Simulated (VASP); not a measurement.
# Al3GaSb4 (P-4m2) in VASP: single point with PBE

Aim: the single point of Al3GaSb4 with PBE.

Program: VASP 6.6.1. These are calculated values, not measurements. Logs are shortened: lines on timing, memory, paths and dates and some standing lists are left out, and cuts for length are marked.

## (1) The cell of the first run

Symmetry: P-4m2, No. 115, tetragonal system. The conventional cell has a = 4.405 Å, b = 4.405 Å, c = 12.413 Å, α = 90.00°, β = 90.00°, γ = 90.00°. Al (site symmetry 2mm) has 4 Sb at 2.69 to 2.70 Å within 3.6 Å. Al (site symmetry -4m2) has 4 Sb at 2.70 Å within 3.6 Å. Ga (site symmetry -4m2) has 4 Sb at 2.69 Å within 3.6 Å. Within 3.6 Å of Sb (site symmetry 2mm) lie 4 Al at 2.70 Å. Sb (site symmetry 2mm) has 2 Ga at 2.69 Å and 2 Al at 2.69 Å within 3.6 Å.

## (2) Single point, PBE

INCAR reads:

```
SYSTEM = Al3GaSb4
PREC = Accurate
ENCUT = 520
EDIFF = 1E-6
ISMEAR = 0
SIGMA = 0.02
LREAL = .FALSE.
LASPH = .TRUE.
NELM = 60
ALGO = Normal
ISIF = 2
LWAVE = .FALSE.
LCHARG = .FALSE.
GGA = PE
NBANDS = 31
```

KPOINTS reads:

```
Automatic mesh
0
G
  6 6 4
  0 0 0
```

POSCAR reads:

```
Al3GaSb4
1.0
    4.4053917627      0.0000000000      0.0000000000
    0.0000000000      4.4053917627      0.0000000000
    0.0000000000      0.0000000000     12.4130486606
Al Ga Sb
3 1 4
Direct
    0.5000000000      0.5000000000      0.2494935801
    0.0000000000      0.0000000000      0.5000000000
    0.5000000000      0.5000000000      0.7505064199
    0.0000000000      0.0000000000      0.0000000000
    0.5000000000      0.0000000000      0.3747432004
    0.0000000000      0.5000000000      0.6252567996
    0.5000000000      0.0000000000      0.8752767311
    0.0000000000      0.5000000000      0.1247232689
```

Potentials or basis: VASP PAW PBE potentials, release 64 (Al, Ga_d, Sb).

Run with:

```
$ cat potpaw_PBE.64/Al/POTCAR potpaw_PBE.64/Ga_d/POTCAR potpaw_PBE.64/Sb/POTCAR > POTCAR
$ mpirun -np 1 vasp_std > vasp.out
```

OUTCAR:

```text
SYSTEM = Al3GaSb4
   PREC = Accurate
   ENCUT = 520
   EDIFF = 1E-6
   ISMEAR = 0
   LREAL = .FALSE.
   LASPH = .TRUE.
   NELM = 60
   ISIF = 2
   GGA = PE

 ion  position               nearest neighbor table
   1  0.500  0.500  0.249-   8 2.69   8 2.69   5 2.70   5 2.70
   2  0.000  0.000  0.500-   5 2.70   6 2.70   6 2.70   5 2.70
   3  0.500  0.500  0.751-   7 2.69   7 2.69   6 2.70   6 2.70
   4  0.000  0.000  0.000-   7 2.69   8 2.69   8 2.69   7 2.69
   5  0.500  0.000  0.375-   1 2.70   1 2.70   2 2.70   2 2.70
   6  0.000  0.500  0.625-   3 2.70   3 2.70   2 2.70   2 2.70
   7  0.500  0.000  0.875-   4 2.69   4 2.69   3 2.69   3 2.69
   8  0.000  0.500  0.125-   4 2.69   4 2.69   1 2.69   1 2.69

  LATTYP: Found a simple tetragonal cell.
 ALAT       =     4.4053917627
 C/A-ratio  =     2.8176946181

  Lattice vectors:

 A1 = (   4.4053917627,   0.0000000000,   0.0000000000)
 A2 = (   0.0000000000,   4.4053917627,   0.0000000000)
 A3 = (   0.0000000000,   0.0000000000,  12.4130486606)

Analysis of symmetry for initial positions (statically):
=====================================================================
 Subroutine PRICEL returns:
 Original cell was already a primitive cell.

 Routine SETGRP: Setting up the symmetry group for a
 simple tetragonal supercell.

 Subroutine GETGRP returns: Found  8 space group operations
 (whereof  8 operations were pure point group operations)
 out of a pool of 16 trial point group operations.

The static configuration has the point symmetry D_2d.

Analysis of symmetry for dynamics (positions and initial velocities):
=====================================================================
 Subroutine PRICEL returns:
 Original cell was already a primitive cell.

 Routine SETGRP: Setting up the symmetry group for a
 simple tetragonal supercell.

 Subroutine GETGRP returns: Found  8 space group operations
 (whereof  8 operations were pure point group operations)
 out of a pool of 16 trial point group operations.

The dynamic configuration has the point symmetry D_2d.

 Subroutine INISYM returns: Found  8 space group operations
 (whereof  8 operations are pure point group operations),
 and found     1 'primitive' translations

----------------------------------------------------------------------------------------

                                     Primitive cell

  volume of cell :     240.9060

  direct lattice vectors                    reciprocal lattice vectors
     4.405391763  0.000000000  0.000000000     0.226994568  0.000000000  0.000000000
     0.000000000  4.405391763  0.000000000     0.000000000  0.226994568  0.000000000
     0.000000000  0.000000000 12.413048661     0.000000000  0.000000000  0.080560387

  length of vectors
     4.405391763  4.405391763 12.413048661     0.226994568  0.226994568  0.080560387

  position of ions in fractional coordinates (direct lattice)
     0.500000000  0.500000000  0.249493580
     0.000000000  0.000000000  0.500000000
     0.500000000  0.500000000  0.750506420
     0.000000000  0.000000000  0.000000000
     0.500000000  0.000000000  0.374743200
     0.000000000  0.500000000  0.625256800
     0.500000000  0.000000000  0.875276731
     0.000000000  0.500000000  0.124723269

  ion indices of the primitive-cell ions
   primitive index   ion index
                 1           1
                 2           2
                 3           3
                 4           4
                 5           5
                 6           6
                 7           7
                 8           8

----------------------------------------------------------------------------------------

 KPOINTS: Automatic mesh

Automatic generation of k-mesh.
 Grid dimensions read from file:
 generate k-points for:    6    6    4

 Generating k-lattice:

  Cartesian coordinates                     Fractional coordinates (reciprocal lattice)
     0.037832428  0.000000000  0.000000000     0.166666667  0.000000000  0.000000000
     0.000000000  0.037832428  0.000000000     0.000000000  0.166666667  0.000000000
     0.000000000  0.000000000  0.020140097     0.000000000  0.000000000  0.250000000

  Length of vectors
     0.037832428  0.037832428  0.020140097

  Shift w.r.t. Gamma in fractional coordinates (k-lattice)
     0.000000000  0.000000000  0.000000000

 Subroutine IBZKPT returns following result:
 ===========================================

 Found     30 irreducible k-points:

 Following reciprocal coordinates:
            Coordinates               Weight
  0.000000  0.000000  0.000000      1.000000
  0.166667  0.000000  0.000000      4.000000
  0.333333  0.000000  0.000000      4.000000
  0.500000  0.000000  0.000000      2.000000
  0.166667  0.166667  0.000000      4.000000
  0.333333  0.166667  0.000000      8.000000
[... 16 lines left out ...]
  0.333333  0.000000  0.500000      4.000000
  0.500000  0.000000  0.500000      2.000000
 [... further k-points ...]
   k-points           NKPTS =     30   k-points in BZ     NKDIM =     30   number of bands    NBANDS=     31
   number of dos      NEDOS =    301   number of ions     NIONS =      8
   total plane-waves  NPLWV = 124416
   dimension x,y,z NGX =    36 NGY =   36 NGZ =   96
   dimension x,y,z NGXF=    72 NGYF=   72 NGZF=  192
   ions per type =               3   1   4
   NGX,Y,Z   is equivalent  to a cutoff of  13.59, 13.59, 12.86 a.u.
   NGXF,Y,Z  is equivalent  to a cutoff of  27.17, 27.17, 25.71 a.u.
 SYSTEM =  Al3GaSb4
   PREC   = accura    normal or accurate (medium, high low for compatibility)
   ISTART =      0    job   : 0-new  1-cont  2-samecut
   ICHARG =      2    charge: 1-file 2-atom 10-const
   ISPIN  =      1    spin polarized calculation?
   LNONCOLLINEAR =      F non collinear calculations
   LSORBIT =      F    spin-orbit coupling
   LASPH  =      T    aspherical Exc in radial PAW
   ENCUT  =  520.0 eV  38.22 Ry    6.18 a.u.   8.19  8.19 23.08*2*pi/ulx,y,z
   NELM   =     60;   NELMIN=  2; NELMDL= -5     # of ELM steps
   EDIFF  = 0.1E-05   stopping-criterion for ELM
   LREAL  =      F    real-space projection
   EDIFFG = 0.1E-04   stopping-criterion for IOM
   NSW    =      0    number of steps for IOM
   IBRION =     -1    ionic relax: 0-MD 1-quasi-New 2-CG
   NFREE  =      0    steps in history (QN), initial steepest desc. (CG)
   ISIF   =      2    stress and relaxation
   ISYM   =      2    0-nonsym 1-usesym 2-fastsym
   POTIM  = 0.5000    time-step for ionic-motion
   TEBEG  =    0.0;   TEEND  =   0.0 temperature during run
   PSTRESS=    0.0 pullay stress
   NELECT =      42.0000    total number of electrons
   NUPDOWN=      -1.0000    fix difference up-down
   EMIN   =  10.00;   EMAX   =-10.00  energy-range for DOS
   EFERMI =   0.00;   METHOD = LEGACY
   ISMEAR =     0;   SIGMA  =   0.02  broadening in eV -4-tet -1-fermi 0-gaus
   EFERMI_NEDOS =   21; number of points for ismear=-14 and -15
   IALGO  =     38    algorithm
   IMIX   =      4    mixing-type and parameters
     AMIX     =   0.40;   BMIX     =  1.00
     AMIX_MAG =   1.60;   BMIX_MAG =  1.00
  volume/ion in A,a.u.               =      30.11       203.21
  Fermi-wavevector in a.u.,A,eV,Ry     =   0.914553  1.728254 11.380004  0.836407
  Thomas-Fermi vector in A             =   2.039193
   LORBIT       =      0    0 simple, 1 ext, 2 COOP (PROOUT), +10 PAW based schemes
   GGA     = PE    functional components
   LHFCALC =     F    Hartree Fock is set to
   AEXX    =    0.0000 exact exchange contribution
   IVDW    =     0    specifies the selected vdW correction
   LEPSILON=     F    determine dielectric tensor
   LRPA    =     F    only Hartree local field effects (RPA)
 non-spin polarized calculation
 Gauss-broadening in eV      SIGMA  =   0.02
  energy-cutoff  :      520.00
  volume of cell :      240.91
 maximum number of plane-waves:      6512
 NGX is ok and might be reduce to    36
   NGX = 17   NGY = 17   NGZ = 47

 number of electron      41.9999988 magnetization

 Free energy of the ion-electron system (eV)
  ---------------------------------------------------
  ext. energy  EPLUGINS =         0.00000000
  ---------------------------------------------------
  free energy    TOTEN  =       -31.98032544 eV

  energy without entropy =      -31.98032544  energy(sigma->0) =      -31.98032544

 E-fermi :   4.5364     XC(G=0):  -8.5820

 val. band max:        4.4110268373   @ k =   0.0000   0.0000   0.0000
 cond. band min:       5.1486268486   @ k =   0.0000   0.0000   0.0000
 fundamental gap:      0.7376000113
 Fermi energy:         4.5363601104

 k-point     1 :       0.0000    0.0000    0.0000
  band No.  band energies     occupation
      1     -10.3395      2.00000
      2     -10.3126      2.00000
      3     -10.3126      2.00000
      4     -10.2857      2.00000
      5     -10.2764      2.00000
      6      -6.2694      2.00000
[... 23 lines left out ...]
     30       7.4093      0.00000
     31       7.4093      0.00000

 k-point     2 :       0.1667    0.0000    0.0000
  band No.  band energies     occupation
      1     -10.3373      2.00000
      2     -10.3155      2.00000
      3     -10.3124      2.00000
      4     -10.2848      2.00000
      5     -10.2773      2.00000
      6      -6.1030      2.00000
[... 23 lines left out ...]
     30       7.7765      0.00000
     31       8.2891      0.00000

 k-point     3 :       0.3333    0.0000    0.0000
  band No.  band energies     occupation
      1     -10.3337      2.00000
      2     -10.3205      2.00000
      3     -10.3120      2.00000
      4     -10.2830      2.00000
      5     -10.2790      2.00000
      6      -5.6367      2.00000
[... 703 lines left out ...]
     30       8.5567      0.00000
     31       8.7315      0.00000

 k-point    24 :       0.5000    0.0000    0.5000
  band No.  band energies     occupation
      1     -10.3329      2.00000
      2     -10.3220      2.00000
      3     -10.3117      2.00000
      4     -10.2819      2.00000
      5     -10.2799      2.00000
      6      -5.0692      2.00000
[... 23 lines left out ...]
     30       8.3792      0.00000
     31       8.3968      0.00000

 [... further k-points ...]

------------------------ aborting loop because EDIFF is reached ----------------------------------------

  FORCE on cell =-STRESS in cart. coord.  units (eV):
  Direction    XX          YY          ZZ          XY          YZ          ZX
  --------------------------------------------------------------------------------------
  -------------------------------------------------------------------------------------
  Total        0.2305925      0.2305925      0.2336521      0.0000000      0.0000000      0.0000000
  in kB        1.5335864      1.5335864      1.5539347      0.0000000      0.0000000      0.0000000
  external PRESSURE =       1.5403691 kB  Pullay stress =       0.0000000 kB

 VOLUME and BASIS-vectors are now :
 -----------------------------------------------------------------------------
  energy-cutoff  :      520.00
  volume of cell :      240.91
      direct lattice vectors                 reciprocal lattice vectors
     4.405391763  0.000000000  0.000000000     0.226994568  0.000000000  0.000000000
     0.000000000  4.405391763  0.000000000     0.000000000  0.226994568  0.000000000
     0.000000000  0.000000000 12.413048661     0.000000000  0.000000000  0.080560387

 POSITION                                       TOTAL-FORCE (eV/Angst)
 -----------------------------------------------------------------------------------
      2.20270      2.20270      3.09698        -0.000000      0.000000      0.004213
      0.00000      0.00000      6.20652        -0.000000      0.000000      0.000000
      2.20270      2.20270      9.31607        -0.000000     -0.000000     -0.004213
      0.00000      0.00000      0.00000        -0.000000      0.000000      0.000000
      2.20270      0.00000      4.65171        -0.000000      0.000000      0.003460
      0.00000      2.20270      7.76134         0.000000      0.000000     -0.003460
      2.20270      0.00000     10.86485         0.000000      0.000000      0.005163
      0.00000      2.20270      1.54820        -0.000000     -0.000000     -0.005163
 -----------------------------------------------------------------------------------
    total drift:                                0.000000     -0.000000      0.000000

  FREE ENERGIE OF THE ION-ELECTRON SYSTEM (eV)
  ---------------------------------------------------
  free  energy   TOTEN  =       -31.9803254418 eV

  energy  without entropy=      -31.9803254418  energy(sigma->0) =      -31.98032544
```

Wall time 2.9 min (1 thread of Intel Xeon Platinum 8259CL at 2.50GHz (Skylake/Cascade Lake), shared host); peak memory 0.48 GiB.

Results:

- Free energy: -31.9803 eV
- Pressure: 0.2 GPa
- Largest force: 0.005 eV/Å
- Band gap on the k mesh: 0.74 eV

Forces on the atoms (eV/Å):
```
Al   0.000  0.000  0.004
Al   0.000  0.000  0.000
Al   0.000  0.000 -0.004
Ga   0.000  0.000  0.000
Sb   0.000  0.000  0.003
Sb   0.000  0.000 -0.003
Sb   0.000  0.000  0.005
Sb   0.000  0.000 -0.005
```

Levels at points of the mesh, in eV from the valence-band top:
| k point | band 19 | band 20 | band 21 | band 22 | band 23 | band 24 |
| --- | --- | --- | --- | --- | --- | --- |
| (0.00, 0.00, 0.00) | -0.01 | -0.01 | 0.00 | 0.74 | 1.27 | 1.38 |
| (0.50, 0.00, 0.00) | -0.93 | -0.90 | -0.90 | 0.76 | 1.20 | 2.30 |
| (0.50, 0.50, 0.00) | -2.18 | -2.18 | -2.16 | 1.15 | 1.29 | 1.29 |
| (0.00, 0.00, 0.50) | -0.62 | -0.50 | -0.50 | 1.06 | 1.29 | 1.78 |
| (0.50, 0.00, 0.50) | -1.00 | -0.98 | -0.91 | 1.51 | 1.98 | 1.99 |
| (0.50, 0.50, 0.50) | -2.47 | -2.45 | -2.45 | 1.99 | 2.09 | 2.09 |

Caveat: spin-orbit coupling is left out, which moves the levels of the heavy elements.
